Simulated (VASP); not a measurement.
# Hf (Im-3m) in VASP: notebook, part 2 of 2

VASP 6.6.1. The steps go on from the part before.

## Step 3: Single point, PBE (volume scaled by 0.840)

File INCAR:

```
PREC = Accurate
ENCUT = 520
EDIFF = 1E-6
ISMEAR = 0
SIGMA = 0.05
LREAL = F
LASPH = T
NELM = 60
ALGO = Normal
ISIF = 2
LWAVE = F
LCHARG = T
GGA = PE
LELF = T
LVHAR = T
NBANDS = 11
```

File KPOINTS:

```
Automatic mesh
0
Gamma
  18 18 18
```

File POSCAR:

```
Hf
1.0
   -1.6733064813      1.6733064813      1.6733064813
    1.6733064813     -1.6733064813      1.6733064813
    1.6733064813      1.6733064813     -1.6733064813
Hf
1
Direct
    0.0000000000      0.0000000000      0.0000000000
```

Potentials or basis: VASP PAW PBE potentials, release 64 (Hf_pv).

Command:

```
$ cat potpaw_PBE.64/Hf_pv/POTCAR > POTCAR
$ mpirun -np 1 vasp_std > vasp.out
```

Wall time 16 s (1 thread of AMD EPYC 9R45 (Zen 5), shared host); peak memory 0.14 GiB.

The run converged. Its results:

- Free energy: -9.5259 eV
- Pressure: 22.4 GPa
- Band gap on the k mesh: zero (band 5 reaches 7.49 eV, above the bottom of band 6 at 5.00 eV)

Levels at points of the mesh, in eV from the Fermi level:
| k point | band 2 | band 3 | band 4 | band 5 | band 6 | band 7 | band 8 | band 9 |
| --- | --- | --- | --- | --- | --- | --- | --- | --- |
| (0.00, 0.00, 0.00) | -29.11 | -29.11 | -7.54 | 1.68 | 1.68 | 1.68 | 5.00 | 5.00 |
| (0.50, 0.00, 0.00) | -29.56 | -29.12 | -3.94 | -0.83 | 1.95 | 4.96 | 6.15 | 9.34 |
| (0.50, 0.50, 0.50) | -30.09 | -30.09 | -3.40 | -3.40 | 8.24 | 8.24 | 8.24 | 8.85 |

Caveat: spin-orbit coupling is left out, which moves the levels of the heavy elements.

## Step 4: Single point, PBE (volume scaled by 0.880)

File INCAR:

```
SYSTEM = Hf
  ALGO = Fast
  EDIFF = 1E-6
  ENCUT = 520
  GGA = PE
  ISIF = 2
  ISMEAR = 0
  LASPH = .True.
  LCHARG = .False.
  LREAL = .False.
  LWAVE = .False.
  NBANDS = 11
  NELM = 100
  PREC = Accurate
  SIGMA = 0.05
```

File KPOINTS:

```
k-points
0
Gamma
  18 18 18
  0 0 0
```

File POSCAR:

```
Hf
1.0
   -1.6994561188      1.6994561188      1.6994561188
    1.6994561188     -1.6994561188      1.6994561188
    1.6994561188      1.6994561188     -1.6994561188
Hf
1
Direct
    0.0000000000      0.0000000000      0.0000000000
```

Potentials or basis: VASP PAW PBE potentials, release 64 (Hf_pv).

Command:

```
$ cat potpaw_PBE.64/Hf_pv/POTCAR > POTCAR
$ mpirun -np 1 vasp_std > vasp.out
```

OUTCAR:

```text
SYSTEM = Hf
   EDIFF = 1E-6
   ENCUT = 520
   GGA = PE
   ISIF = 2
   ISMEAR = 0
   LASPH = .True.
   LREAL = .False.
   NELM = 100
   PREC = Accurate

 ion  position               nearest neighbor table
   1  0.000  0.000  0.000-

  LATTYP: Found a body centered cubic cell.
 ALAT       =     3.3989122376

  Lattice vectors:

 A1 = (  -1.6994561188,   1.6994561188,   1.6994561188)
 A2 = (   1.6994561188,  -1.6994561188,   1.6994561188)
[... 508 lines left out ...]
      2     -24.2569      2.00000
      3     -23.8894      2.00000
      4       2.0714      2.00000
      5       4.8443      2.00000
      6       6.4155      0.00000
      7      10.0338      0.00000
      8      11.4219      0.00000
      9      14.2468      0.00000
     10      17.1253      0.00000
     11      17.8545      0.00000

 [... further k-points ...]
[... 5 lines left out ...]
  --------------------------------------------------------------------------------------
  -------------------------------------------------------------------------------------
  Total        1.8776028      1.8776028      1.8776028      0.0000000      0.0000000      0.0000000
  in kB      153.2231763    153.2231763    153.2231763      0.0000000      0.0000000      0.0000000
  external PRESSURE =     153.2231763 kB  Pullay stress =       0.0000000 kB

 VOLUME and BASIS-vectors are now :
 -----------------------------------------------------------------------------
  energy-cutoff  :      520.00
  volume of cell :       19.63
      direct lattice vectors                 reciprocal lattice vectors
    -1.699456119  1.699456119  1.699456119     0.000000000  0.294211774  0.294211774
     1.699456119 -1.699456119  1.699456119     0.294211774  0.000000000  0.294211774
     1.699456119  1.699456119 -1.699456119     0.294211774  0.294211774  0.000000000

 POSITION                                       TOTAL-FORCE (eV/Angst)
 -----------------------------------------------------------------------------------
      0.00000      0.00000      0.00000        -0.000000     -0.000000      0.000000
 -----------------------------------------------------------------------------------
    total drift:                               -0.000000     -0.000000     -0.000000

  FREE ENERGIE OF THE ION-ELECTRON SYSTEM (eV)
  ---------------------------------------------------
  free  energy   TOTEN  =        -9.6307708835 eV

  energy  without entropy=       -9.6283533935  energy(sigma->0) =       -9.62956214
```

stdout:

```text
POSCAR found type information on POSCAR Hf
 POSCAR found :  1 types and       1 ions
 scaLAPACK will be used
 LDA part: xc-table for (Slater+PW92), standard interpolation
 POSCAR, INCAR and KPOINTS ok, starting setup
 FFT: planning ... GRIDC
 FFT: planning ... GRID_SOFT
 FFT: planning ... GRID
 WAVECAR not read
 entering main loop
```

Run time: 20 s. Hardware: 1 thread of AMD EPYC 9R45 (Zen 5), shared host; peak memory 0.14 GiB.

Results:

| Property | Result |
| --- | --- |
| Free energy | -9.6308 eV |
| Pressure | 15.3 GPa |
| Band gap on the k mesh | zero (band 5 reaches 7.12 eV, above the bottom of band 6 at 4.71 eV) |

Levels at points of the mesh, in eV from the Fermi level:
```
           k point  band 1  band 2  band 3  band 4  band 5  band 6  band 7  band 8  band 9  band 10
(0.00, 0.00, 0.00)  -29.30  -29.30  -29.30   -7.42    1.64    1.64    1.64    4.82    4.82    13.95
(0.50, 0.00, 0.00)  -30.55  -29.69  -29.31   -3.78   -0.72    1.68    4.74    5.87    8.86    11.13
(0.50, 0.50, 0.50)  -30.16  -30.16  -30.16   -3.16   -3.16    7.84    7.84    7.84    8.39     8.39
```

Caveat: spin-orbit coupling is left out, which moves the levels of the heavy elements.

## Step 5: Single point, PBE (volume scaled by 0.920)

File INCAR:

```
ALGO = Normal
EDIFF = 1E-6
ENCUT = 520
GGA = PE
ISIF = 2
ISMEAR = 0
LASPH = True
LCHARG = True
LELF = True
LREAL = False
LVHAR = True
LWAVE = False
NBANDS = 11
NELM = 60
PREC = Accurate
SIGMA = 0.05
```

File KPOINTS:

```
k-points
0
Gamma
  18 18 18
```

File POSCAR:

```
Hf
1.0
   -1.7248248756      1.7248248756      1.7248248756
    1.7248248756     -1.7248248756      1.7248248756
    1.7248248756      1.7248248756     -1.7248248756
Hf
1
Direct
    0.0000000000      0.0000000000      0.0000000000
```

Command:

```
$ cat potpaw_PBE.64/Hf_pv/POTCAR > POTCAR
$ mpirun -np 1 vasp_std > vasp.out
```

It took 18 s on 1 thread of AMD EPYC 9R45 (Zen 5), shared host; peak memory 0.14 GiB.

It converged, with:

| Item | Value |
| --- | --- |
| Free energy | -9.6985 eV |
| Pressure | 9.1 GPa |
| Band gap on the k mesh | zero (band 5 reaches 6.77 eV, above the bottom of band 6 at 4.45 eV) |

Levels at points of the mesh, in eV from the Fermi level:
| k point | band 2 | band 3 | band 4 | band 5 | band 6 | band 7 | band 8 | band 9 |
| --- | --- | --- | --- | --- | --- | --- | --- | --- |
| (0.00, 0.00, 0.00) | -29.49 | -29.49 | -7.30 | 1.60 | 1.60 | 1.60 | 4.63 | 4.63 |
| (0.50, 0.00, 0.00) | -29.84 | -29.50 | -3.64 | -0.65 | 1.43 | 4.52 | 5.61 | 8.41 |
| (0.50, 0.50, 0.50) | -30.24 | -30.24 | -2.96 | -2.96 | 7.46 | 7.46 | 7.46 | 7.96 |

Caveat: spin-orbit coupling is left out, which moves the levels of the heavy elements.

## Step 6: Overview

```tsv
cell	gap on the mesh (eV)	pressure (GPa)
a = 2.851 Å, angles 109.5°, 1 atom	none	30.8
a = 2.898 Å, angles 109.5°, 1 atom	none	22.4
a = 2.944 Å, angles 109.5°, 1 atom	none	15.3
a = 2.987 Å, angles 109.5°, 1 atom	none	9.1
```

Alike in all rows: task single point; level PBE; potentials or basis VASP PAW PBE potentials, release 64 (Hf_pv); no spin polarisation; k mesh 18 × 18 × 18; cutoff (eV) 520; smearing gaussian 0.05 eV.

Caveats: spin-orbit coupling is left out, which moves the levels of the heavy elements.

Total energies depend on the potentials used, so only differences within one code and one set of settings carry meaning.
